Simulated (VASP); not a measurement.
Input of a VASP 6.6.1 run:

INCAR

```
AGGAC = 1.0 ; AGGAX = 1.0
ALDAC = 0.0 ; ALDAX = 1.0
ALGO = Normal ; EDIFF = 1E-6
ENCUT = 520 ; GGA = B5
ISIF = 2 ; ISMEAR = -1
LASPH = True ; LCHARG = False
LREAL = False ; LWAVE = False
NBANDS = 10 ; NELM = 100
PREC = Accurate ; SIGMA = 0.1
```

KPOINTS

```
k-points
0
Gamma
  15 15 15
```

The input POSCAR:

```
Re
1.0
    0.0000000000      1.9558767108      1.9558767108
    1.9558767108      0.0000000000      1.9558767108
    1.9558767108      1.9558767108      0.0000000000
Re
1
Direct
    0.0000000000      0.0000000000      0.0000000000
```

Potentials or basis: VASP PAW PBE potentials, release 64 (Re).

The run is started by

```sh
$ cat potpaw_PBE.64/Re/POTCAR > POTCAR
$ mpirun -np 1 vasp_std > vasp.out
```

Question: Predict the band gap on the k mesh.

Answer: Zero (an odd number of electrons rules out a gap without spin polarisation).

Question: Estimate the pressure.

Answer: 16.7 GPa.

Caveat: the cell stands under pressure; the PAW data sets were made with another functional, which shifts forces and pressure a little; spin-orbit coupling is left out, which moves the levels of the heavy elements.
